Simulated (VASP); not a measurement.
Write the native input for VASP 6.6.1 that does the following.

| Property | Result |
| --- | --- |
| Task | single point |
| Functional | PBE |
| Potentials or basis | VASP PAW PBE potentials, release 64 (N, B) |
| Cutoff | 520 eV |
| k mesh | 12 × 12 × 6 |
| Occupations | gaussian, width 0.023 eV |
| Spin | no spin polarisation |
| Dipole correction | no |
| Further INCAR settings | ALGO = Normal; EDIFF = 1e-06; NBANDS = 16 |

The structure of BN lies in POSCAR:

```
BN
1.0
    2.5539396017      0.0000000000      0.0000000000
   -1.2769698009      2.2117765748      0.0000000000
    0.0000000000      0.0000000000      4.2268550000
N B
2 2
Direct
    0.3333333333      0.6666666667      0.1252760000
    0.6666666667      0.3333333333      0.6252760000
    0.3333333333      0.6666666667      0.4997240000
    0.6666666667      0.3333333333      0.9997240000
```

The input as run:

INCAR

```
  PREC = Accurate
  ENCUT = 520
  EDIFF = 1E-6
  ISMEAR = 0
  SIGMA = 0.023
  LREAL = False
  LASPH = True
  NELM = 80
  ALGO = Normal
  ISIF = 2
  LWAVE = False
  LCHARG = False
  GGA = PE
  NBANDS = 16
```

KPOINTS

```
Automatic mesh
0
Gamma
  12 12 6
```

Potentials or basis: VASP PAW PBE potentials, release 64 (N, B).

Run with:

```sh
$ cat potpaw_PBE.64/N/POTCAR potpaw_PBE.64/B/POTCAR > POTCAR
$ mpirun -np 1 vasp_std > vasp.out
```

Results of the run:

- Pressure: 0.2 GPa
- Largest force: 0.014 eV/Å
- Band gap on the k mesh: 5.20 eV, indirect (least direct gap 8.23 eV)

Run time: 23 s on 1 thread of Intel Xeon 6975P-C, with other jobs on the host, peak memory 0.15 GiB.
